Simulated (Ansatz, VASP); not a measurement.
**One calculation of AgBr, two programs**

```xyz
2
Lattice="0.0000 2.4862 2.4862 2.4862 0.0000 2.4862 2.4862 2.4862 0.0000" Properties=species:S:1:pos:R:3 pbc="T T T"
Ag    0.0000    0.0000    0.0000
Br    2.4862    2.4862    2.4862
```

Change from the starting cell: volume scaled by 0.65, LAPW.

Alike in both runs: task single point; functional PBE; k mesh 9 × 9 × 9; occupations fermi-dirac, width 0.03 eV; no spin polarisation.

```csv
,VASP,Ansatz
version,VASP 6.6.1,Ansatz 0.2.0
potentials or method,"VASP PAW PBE potentials, release 64 (Ag, Br), cutoff 500 eV","all-electron LAPW, scalar-relativistic"
```

Ansatz gave:

| Property | Result |
| --- | --- |
| pressure (GPa) | 67.5 |

Task: Which values does VASP return?

Result: Pressure (GPa): 67.6.

Both programs put the cell under a high pressure, so it lies far from rest at this level. Ansatz ran all-electron here, and VASP with PAW potentials.

Noted on VASP's run: the cell as given lies far from equilibrium.
